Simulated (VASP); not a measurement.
# Yb (Fm-3m) in VASP: further runs, part 3 of 3

VASP 6.6.1. The steps go on from the part before.

### 5 Electric field gradients, PBEsol

This run uses another cell than the first one, of 40.45 Å³/atom.

The input, INCAR:

```
SYSTEM = Yb
PREC = Accurate
ENCUT = 520
EDIFF = 1E-8
ISMEAR = -1
SIGMA = 0.03
LREAL = .FALSE.
LASPH = .TRUE.
NELM = 100
ALGO = Normal
ISIF = 2
LWAVE = .FALSE.
LCHARG = .FALSE.
GGA = PS
LEFG = .TRUE.
NBANDS = 18
```

The input, KPOINTS:

```
Automatic mesh
0
G
  12 12 12
  0 0 0
```

The input, POSCAR:

```
Yb
1.0
    0.0000000000      2.7246250000      2.7246250000
    2.7246250000      0.0000000000      2.7246250000
    2.7246250000      2.7246250000      0.0000000000
Yb
1
Direct
    0.0000000000      0.0000000000      0.0000000000
```

Potentials or basis: VASP PAW PBE potentials, release 64 (Yb).

Started as:

```sh
cat potpaw_PBE.64/Yb/POTCAR > POTCAR
mpirun -np 1 vasp_std > vasp.out
```

OUTCAR:

```text
SYSTEM = Yb
   PREC = Accurate
   ENCUT = 520
   EDIFF = 1E-8
   ISMEAR = -1
   LREAL = .FALSE.
   LASPH = .TRUE.
   NELM = 100
   ISIF = 2
   GGA = PS

 ion  position               nearest neighbor table
   1  0.000  0.000  0.000-

  LATTYP: Found a face centered cubic cell.
 ALAT       =     5.4492500000

  Lattice vectors:

 A1 = (   0.0000000000,   2.7246250000,   2.7246250000)
 A2 = (   2.7246250000,   0.0000000000,   2.7246250000)
 A3 = (   2.7246250000,   2.7246250000,   0.0000000000)

Analysis of symmetry for initial positions (statically):
=====================================================================
 Subroutine PRICEL returns:
 Original cell was already a primitive cell.

 Routine SETGRP: Setting up the symmetry group for a
 face centered cubic supercell.

 Subroutine GETGRP returns: Found 48 space group operations
 (whereof 48 operations were pure point group operations)
 out of a pool of 48 trial point group operations.

The static configuration has the point symmetry O_h .

Analysis of symmetry for dynamics (positions and initial velocities):
=====================================================================
 Subroutine PRICEL returns:
 Original cell was already a primitive cell.

 Routine SETGRP: Setting up the symmetry group for a
 face centered cubic supercell.

 Subroutine GETGRP returns: Found 48 space group operations
 (whereof 48 operations were pure point group operations)
 out of a pool of 48 trial point group operations.

The dynamic configuration has the point symmetry O_h .

 Subroutine INISYM returns: Found 48 space group operations
 (whereof 48 operations are pure point group operations),
 and found     1 'primitive' translations

----------------------------------------------------------------------------------------

                                     Primitive cell

  volume of cell :      40.4530

  direct lattice vectors                    reciprocal lattice vectors
     0.000000000  2.724625000  2.724625000    -0.183511492  0.183511492  0.183511492
     2.724625000  0.000000000  2.724625000     0.183511492 -0.183511492  0.183511492
     2.724625000  2.724625000  0.000000000     0.183511492  0.183511492 -0.183511492

  length of vectors
     3.853201627  3.853201627  3.853201627     0.317851229  0.317851229  0.317851229

  position of ions in fractional coordinates (direct lattice)
     0.000000000  0.000000000  0.000000000

  ion indices of the primitive-cell ions
   primitive index   ion index
                 1           1

----------------------------------------------------------------------------------------

 KPOINTS: Automatic mesh

Automatic generation of k-mesh.
 Grid dimensions read from file:
 generate k-points for:   12   12   12

 Generating k-lattice:

  Cartesian coordinates                     Fractional coordinates (reciprocal lattice)
[... 56 lines left out ...]
   LSORBIT =      F    spin-orbit coupling
   LASPH  =      T    aspherical Exc in radial PAW
   ENCUT  =  520.0 eV  38.22 Ry    6.18 a.u.   7.16  7.16  7.16*2*pi/ulx,y,z
   NELM   =    100;   NELMIN=  2; NELMDL= -5     # of ELM steps
   EDIFF  = 0.1E-07   stopping-criterion for ELM
   LREAL  =      F    real-space projection
   EDIFFG = 0.1E-06   stopping-criterion for IOM
   NSW    =      0    number of steps for IOM
   IBRION =     -1    ionic relax: 0-MD 1-quasi-New 2-CG
   NFREE  =      0    steps in history (QN), initial steepest desc. (CG)
   ISIF   =      2    stress and relaxation
   ISYM   =      2    0-nonsym 1-usesym 2-fastsym
   POTIM  = 0.5000    time-step for ionic-motion
   TEBEG  =    0.0;   TEEND  =   0.0 temperature during run
   PSTRESS=    0.0 pullay stress
   NELECT =      24.0000    total number of electrons
   NUPDOWN=      -1.0000    fix difference up-down
   EMIN   =  10.00;   EMAX   =-10.00  energy-range for DOS
   EFERMI =   0.00;   METHOD = LEGACY
   ISMEAR =    -1;   SIGMA  =   0.03  broadening in eV -4-tet -1-fermi 0-gaus
   EFERMI_NEDOS =   21; number of points for ismear=-14 and -15
   IALGO  =     38    algorithm
   IMIX   =      4    mixing-type and parameters
     AMIX     =   0.40;   BMIX     =  1.00
     AMIX_MAG =   1.60;   BMIX_MAG =  1.00
  volume/ion in A,a.u.               =      40.45       272.99
  Fermi-wavevector in a.u.,A,eV,Ry     =   1.375610  2.599525 25.746326  1.892302
  Thomas-Fermi vector in A             =   2.500930
   LORBIT       =      0    0 simple, 1 ext, 2 COOP (PROOUT), +10 PAW based schemes
   GGA     = PS    functional components
   LHFCALC =     F    Hartree Fock is set to
   AEXX    =    0.0000 exact exchange contribution
   IVDW    =     0    specifies the selected vdW correction
   LEPSILON=     F    determine dielectric tensor
   LRPA    =     F    only Hartree local field effects (RPA)
 non-spin polarized calculation
  energy-cutoff  :      520.00
  volume of cell :       40.45
 maximum number of plane-waves:      1113
 NGX is ok and might be reduce to    30
   NGX = 15   NGY = 15   NGZ = 15

 number of electron      23.9999987 magnetization

 Free energy of the ion-electron system (eV)
  ---------------------------------------------------
  ext. energy  EPLUGINS =         0.00000000
  ---------------------------------------------------
  free energy    TOTEN  =        -3.82082311 eV

  energy without entropy =       -3.81735280  energy(sigma->0) =       -3.81908795

 E-fermi :   1.1094     XC(G=0):  -9.0493

 val. band max:        1.0647689504   @ k =  -0.3333   0.4167   0.1667
 cond. band min:       1.1293128588   @ k =  -0.4167   0.2500   0.0000
 fundamental gap:      0.0645439084
 Fermi energy:         1.1094242938

 k-point     1 :       0.0000    0.0000    0.0000
  band No.  band energies     occupation
      1     -50.7037      2.00000
      2     -22.9492      2.00000
      3     -22.9492      2.00000
      4     -22.9492      2.00000
      5      -3.8097      2.00000
      6       0.6950      2.00000
[... 481 lines left out ...]
      5      -0.1904      2.00000
      6       0.7216      2.00000
[... 10 lines left out ...]
     17       6.7753      0.00000
     18       7.7491      0.00000

 [... further k-points ...]
[... 5 lines left out ...]
  --------------------------------------------------------------------------------------
  -------------------------------------------------------------------------------------
  Total       -0.8586950     -0.8586950     -0.8586950     -0.0000000      0.0000000     -0.0000000
  in kB      -34.0094254    -34.0094254    -34.0094254     -0.0000000      0.0000000     -0.0000000
  external PRESSURE =     -34.0094254 kB  Pullay stress =       0.0000000 kB

 VOLUME and BASIS-vectors are now :
 -----------------------------------------------------------------------------
  energy-cutoff  :      520.00
  volume of cell :       40.45
      direct lattice vectors                 reciprocal lattice vectors
     0.000000000  2.724625000  2.724625000    -0.183511492  0.183511492  0.183511492
     2.724625000  0.000000000  2.724625000     0.183511492 -0.183511492  0.183511492
     2.724625000  2.724625000  0.000000000     0.183511492  0.183511492 -0.183511492

 POSITION                                       TOTAL-FORCE (eV/Angst)
 -----------------------------------------------------------------------------------
      0.00000      0.00000      0.00000         0.000000      0.000000      0.000000
 -----------------------------------------------------------------------------------
    total drift:                               -0.000000     -0.000000      0.000000

  FREE ENERGIE OF THE ION-ELECTRON SYSTEM (eV)
  ---------------------------------------------------
  free  energy   TOTEN  =        -3.8208231066 eV

  energy  without entropy=       -3.8173527996  energy(sigma->0) =       -3.81908795

 Electric field gradients (V/A^2)
---------------------------------------------------------------------
 ion       V_xx      V_yy      V_zz      V_xy      V_xz      V_yz
---------------------------------------------------------------------
   1       0.000    -0.000    -0.000     0.002     0.002     0.002
---------------------------------------------------------------------

 Electric field gradients after diagonalization (V/A^2)
 (convention: |V_zz| > |V_xx| > |V_yy|)
----------------------------------------------------------------------
 ion       V_xx      V_yy      V_zz     asymmetry (V_yy - V_xx)/ V_zz
----------------------------------------------------------------------
   1      -0.002    -0.002     0.004       0.000
----------------------------------------------------------------------

           NMR quadrupolar parameters

 Cq : quadrupolar parameter    Cq=e*Q*V_zz/h
 eta: asymmetry parameters     (V_yy - V_xx)/ V_zz
 Q  : nuclear electric quadrupole moment in mb (millibarn)
----------------------------------------------------------------------
 ion       Cq(MHz)       eta       Q (mb)
----------------------------------------------------------------------
   1       0.000       0.000       1.000
----------------------------------------------------------------------
```

OSZICAR:

```text
N       E                     dE             d eps       ncg     rms          rms(c)
DAV:   1     0.120798979667E+03    0.12080E+03   -0.87903E+03  3250   0.898E+03
DAV:   2     0.121369307209E+02   -0.10866E+03   -0.10536E+03  3318   0.547E+02
DAV:   3    -0.171791838092E+01   -0.13855E+02   -0.13714E+02  3866   0.116E+02
[... 40 lines left out ...]
DAV:  44    -0.382082534796E+01    0.28225E-04   -0.47539E-05  5102   0.230E-01    0.483E-02
DAV:  45    -0.382082333048E+01    0.20175E-05   -0.12113E-05  5128   0.795E-02    0.151E-02
DAV:  46    -0.382082347201E+01   -0.14152E-06   -0.15185E-06  5000   0.180E-02    0.126E-02
DAV:  47    -0.382082316619E+01    0.30582E-06   -0.16771E-07  4492   0.146E-02    0.925E-03
DAV:  48    -0.382082310644E+01    0.59743E-07   -0.23338E-07  4206   0.148E-02    0.248E-03
DAV:  49    -0.382082310657E+01   -0.12460E-09   -0.10779E-08  1960   0.393E-03
   1 F= -.38208231E+01 E0= -.38190880E+01  d E =-.347031E-02
```

stdout:

```text
POSCAR found type information on POSCAR Yb
 POSCAR found :  1 types and       1 ions
 scaLAPACK will be used
 -----------------------------------------------------------------------------
|                                                                             |
|                                                                             |
|     You enforced a specific xc type in the INCAR file but a different       |
|     I HOPE YOU KNOW WHAT YOU ARE DOING!                                     |
|                                                                             |
 -----------------------------------------------------------------------------

 LDA part: xc-table for (Slater+PW92), standard interpolation
 POSCAR, INCAR and KPOINTS ok, starting setup
 FFT: planning ... GRIDC
 FFT: planning ... GRID_SOFT
 FFT: planning ... GRID
 WAVECAR not read
 entering main loop
ion   1
```

It took 3.5 min on 1 thread of Intel Xeon Platinum 8259CL at 2.50GHz (Skylake/Cascade Lake), shared host; peak memory 0.22 GiB.

What came out:

```
Free energy                             : -3.8208 eV
Pressure                                : -3.4 GPa
Band gap on the k mesh                  : zero (bands 12 and 13 overlap by 0.05 eV)
Largest electric field gradient by atom : under 0.05 V/Å² on every atom
```

Caveat: the cell stands under tension; the PAW data sets were made with another functional, which shifts forces and pressure a little; spin-orbit coupling is left out, which moves the levels of the heavy elements. Spin polarisation is off, so any magnetic state and its effect on volume and gap are missing.

### 6 Summary

```tsv
cell	gap on the mesh (eV)	pressure (GPa)
a = 3.801 Å, angles 60.0°, 1 atom	none	-3.0
a = 3.827 Å, angles 60.0°, 1 atom	none	-3.2
a = 3.853 Å, angles 60.0°, 1 atom	none	-3.4
```

Alike in all rows: task electric field gradients; level PBEsol; potentials or basis VASP PAW PBE potentials, release 64 (Yb); no spin polarisation; k mesh 12 × 12 × 12; cutoff (eV) 520; smearing fermi-dirac 0.03 eV.

Caveats: the cell stands under tension; the PAW data sets were made with another functional, which shifts forces and pressure a little; spin-orbit coupling is left out, which moves the levels of the heavy elements.

Total energies depend on the potentials used, so only differences within one code and one set of settings carry meaning.

The gap in the log of VASP goes by the Fermi energy; the results here count the filled bands.